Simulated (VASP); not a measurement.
# AlNi4 (P-6m2) in VASP: notebook, part 2 of 2

VASP 6.6.1. Earlier steps stand in the parts before.

## 3. Single point, PBE, collinear spin, ferromagnetic start

This run uses another cell than the first one, of 11.52 Å³/atom, 1.032 times its volume.

Input file INCAR:

```
PREC = Accurate
ENCUT = 520
EDIFF = 1E-7
ISMEAR = 0
SIGMA = 0.1
LREAL = False
LASPH = True
NELM = 150
ALGO = Normal
ISIF = 2
LWAVE = False
LCHARG = False
ISPIN = 2
MAGMOM = 0 0 2 2 2 2 2 2 2 2
LORBIT = 11
LMAXMIX = 4
GGA = PE
NBANDS = 58
```

Input file KPOINTS:

```
regular mesh
0
Gamma
  6 6 1
```

Input file POSCAR:

```
AlNi4
1.0
    2.5875177931     -0.0000000030      0.0000000000
   -1.2937588940      2.2408561430      0.0000000000
    0.0000000000      0.0000000000     19.8599039835
Al Ni
2 8
Direct
    0.6666666667      0.3333333333      0.8001063383
    0.6666666667      0.3333333333      0.1998936617
    0.3333333333      0.6666666667      0.7017277295
    0.3333333333      0.6666666667      0.8984012607
    0.3333333333      0.6666666667      0.1015987393
    0.3333333333      0.6666666667      0.2982722705
    0.3333333333      0.6666666667      0.5000000000
    0.6666666667      0.3333333333      0.0000000000
    0.6666666667      0.3333333333      0.3999521509
    0.6666666667      0.3333333333      0.6000478491
```

Potentials or basis: VASP PAW PBE potentials, release 64 (Al, Ni).

The run is started by

```
$ cat potpaw_PBE.64/Al/POTCAR potpaw_PBE.64/Ni/POTCAR > POTCAR
$ mpirun -np 1 vasp_std > vasp.out
```

OUTCAR:

```text
PREC = Accurate
   ENCUT = 520
   EDIFF = 1E-7
   ISMEAR = 0
   LREAL = False
   LASPH = True
   NELM = 150
   ISIF = 2
   ISPIN = 2
   LORBIT = 11
   GGA = PE

 ion  position               nearest neighbor table
   1  0.667  0.333  0.800-   4 2.46   4 2.46   4 2.46   3 2.46   3 2.46   3 2.46
   2  0.667  0.333  0.200-   5 2.46   5 2.46   5 2.46   6 2.46   6 2.46   6 2.46
   3  0.333  0.667  0.702-   1 2.46   1 2.46   1 2.46  10 2.51  10 2.51  10 2.51
   4  0.333  0.667  0.898-   1 2.46   1 2.46   1 2.46   8 2.51   8 2.51   8 2.51
   5  0.333  0.667  0.102-   2 2.46   2 2.46   2 2.46   8 2.51   8 2.51   8 2.51
   6  0.333  0.667  0.298-   2 2.46   2 2.46   2 2.46   9 2.51   9 2.51   9 2.51
   7  0.333  0.667  0.500-   9 2.49  10 2.49   9 2.49  10 2.49   9 2.49  10 2.49
   8  0.667  0.333  0.000-   4 2.51   5 2.51   4 2.51   5 2.51   4 2.51   5 2.51
   9  0.667  0.333  0.400-   7 2.49   7 2.49   7 2.49   6 2.51   6 2.51   6 2.51
  10  0.667  0.333  0.600-   7 2.49   7 2.49   7 2.49   3 2.51   3 2.51   3 2.51

  LATTYP: Found a hexagonal cell.
 ALAT       =     2.5875177931
 C/A-ratio  =     7.6752724315

  Lattice vectors:

 A1 = (   2.5875177931,  -0.0000000030,   0.0000000000)
[... 1032 lines left out ...]
     2.587517793 -0.000000003  0.000000000     0.386470773  0.223129004  0.000000000
    -1.293758894  2.240856143  0.000000000     0.000000001  0.446258009  0.000000000
     0.000000000  0.000000000 19.859903984     0.000000000  0.000000000  0.050352711

 POSITION                                       TOTAL-FORCE (eV/Angst)
 -----------------------------------------------------------------------------------
      1.29376      0.74695     15.89004        -0.000000      0.000000     -0.000202
      1.29376      0.74695      3.96987        -0.000000      0.000000      0.000202
      0.00000      1.49390     13.93625         0.000000     -0.000000     -0.006637
      0.00000      1.49390     17.84216         0.000000     -0.000000      0.009777
      0.00000      1.49390      2.01774        -0.000000     -0.000000     -0.009777
      0.00000      1.49390      5.92366         0.000000     -0.000000      0.006637
      0.00000      1.49390      9.92995         0.000000      0.000000     -0.000000
      1.29376      0.74695      0.00000         0.000000      0.000000     -0.000000
      1.29376      0.74695      7.94301        -0.000000      0.000000     -0.002696
      1.29376      0.74695     11.91689        -0.000000      0.000000      0.002696
 -----------------------------------------------------------------------------------
    total drift:                               -0.000002      0.000001     -0.000000

  FREE ENERGIE OF THE ION-ELECTRON SYSTEM (eV)
  ---------------------------------------------------
  free  energy   TOTEN  =       -52.4450192330 eV

  energy  without entropy=      -52.3725278433  energy(sigma->0) =      -52.40877354

 total charge

# of ion       s       p       d       tot
------------------------------------------
    1        0.420   0.452   0.000   0.872
    2        0.420   0.452   0.000   0.872
    3        0.474   0.495   8.376   9.345
    4        0.474   0.496   8.373   9.343
    5        0.474   0.496   8.373   9.343
    6        0.474   0.495   8.376   9.345
    7        0.472   0.452   8.287   9.212
    8        0.468   0.436   8.297   9.202
    9        0.471   0.444   8.293   9.208
   10        0.471   0.444   8.293   9.208
--------------------------------------------------
tot          4.618   4.665  66.668  75.950

 magnetization (x)

# of ion       s       p       d       tot
------------------------------------------
    1        0.004   0.001   0.000   0.004
    2        0.004   0.001   0.000   0.004
    3       -0.001  -0.010   0.276   0.265
    4       -0.002  -0.010   0.302   0.290
    5       -0.002  -0.010   0.302   0.290
    6       -0.001  -0.010   0.276   0.265
    7       -0.005  -0.020   0.728   0.702
    8       -0.001  -0.012   0.505   0.493
    9       -0.003  -0.017   0.620   0.600
   10       -0.003  -0.017   0.620   0.600
--------------------------------------------------
tot         -0.010  -0.104   3.628   3.514
```

OSZICAR:

```text
N       E                     dE             d eps       ncg     rms          rms(c)
DAV:   1     0.639924947232E+03    0.63992E+03   -0.37016E+04  1624   0.200E+03
[... 41 lines left out ...]
DAV:  43    -0.524450214882E+02    0.28988E-05   -0.43326E-05  2258   0.626E-02    0.528E-02
DAV:  44    -0.524450202573E+02    0.12309E-05   -0.10942E-05  2002   0.433E-02    0.337E-02
DAV:  45    -0.524450194183E+02    0.83906E-06   -0.40478E-06  2240   0.250E-02    0.227E-02
DAV:  46    -0.524450201112E+02   -0.69297E-06   -0.14498E-06  1814   0.154E-02    0.218E-02
DAV:  47    -0.524450195465E+02    0.56472E-06   -0.15310E-06  2112   0.220E-02    0.141E-02
DAV:  48    -0.524450192514E+02    0.29510E-06   -0.87700E-07  1692   0.106E-02    0.549E-03
DAV:  49    -0.524450192330E+02    0.18425E-07   -0.17344E-07  1098   0.351E-03
   1 F= -.52445019E+02 E0= -.52408774E+02  d E =-.724914E-01  mag=     3.4351
```

Run time: 16 min. Hardware: 1 thread of AMD EPYC 7R13, shared host; peak memory 0.27 GiB.

What came out:

```yaml
Free_energy: -52.4450 eV
Pressure: 0.1 GPa
Largest_force: 0.010 eV/Å
Net_moment: 3.43 μB per cell
Site_moments: Al +0.00; Ni +0.27, +0.29, +0.70, +0.49, +0.60 μB
Valence_electrons_inside_the_program's_atomic_spheres: Al 0.87; Ni 9.35, 9.34, 9.21, 9.20
```

Forces on the atoms (eV/Å):
```
Al   0.000  0.000  0.000
Al   0.000  0.000  0.000
Ni   0.000  0.000 -0.007
Ni   0.000  0.000  0.010
Ni   0.000  0.000 -0.010
Ni   0.000  0.000  0.007
Ni   0.000  0.000  0.000
Ni   0.000  0.000  0.000
Ni   0.000  0.000 -0.003
Ni   0.000  0.000  0.003
```

Stress tensor (GPa, compression positive):
```
 0.23  0.00  0.00
 0.00  0.23  0.00
 0.00  0.00 -0.05
```

Caveat: the k points lie up to 0.47 Å⁻¹ apart.
